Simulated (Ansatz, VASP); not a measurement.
Au: VASP beside Ansatz

```
CELL_PARAMETERS angstrom
-1.75278 1.75278 1.47367
1.75278 -1.75278 1.47367
1.75278 1.75278 -1.47367
ATOMIC_POSITIONS crystal
Au 0.50000 0.50000 0.00000
```

Alike in both runs: functional PBE; k mesh 24 × 24 × 24; occupations gaussian, width 0.1 eV; no spin polarisation.

Ansatz relaxed the structure, and its values are those at the end. VASP's run is a single point on that final structure, the one shown.

```csv
,VASP,Ansatz
version,VASP 6.6.1,Ansatz 0.2.0
potentials or method,"VASP PAW PBE potentials, release 64 (Au), cutoff 520 eV","scalar-relativistic, plane waves, PAW"
valence electrons in the cell,11,19
```

VASP gave:

```
gap on the k mesh at the Fermi level (eV) : none
pressure (GPa)                            : -0.2
```

Q: Estimate Ansatz's values.

A: gap on the k mesh at the Fermi level (eV): none; pressure (GPa): 0.0.

A gap of «none» marks a metal or a gap that the smearing closes. VASP's potentials hold 11 valence electrons a cell and Ansatz's 19, so a difference there can come from the potentials and not from the codes.

Neither program's run includes spin-orbit coupling.
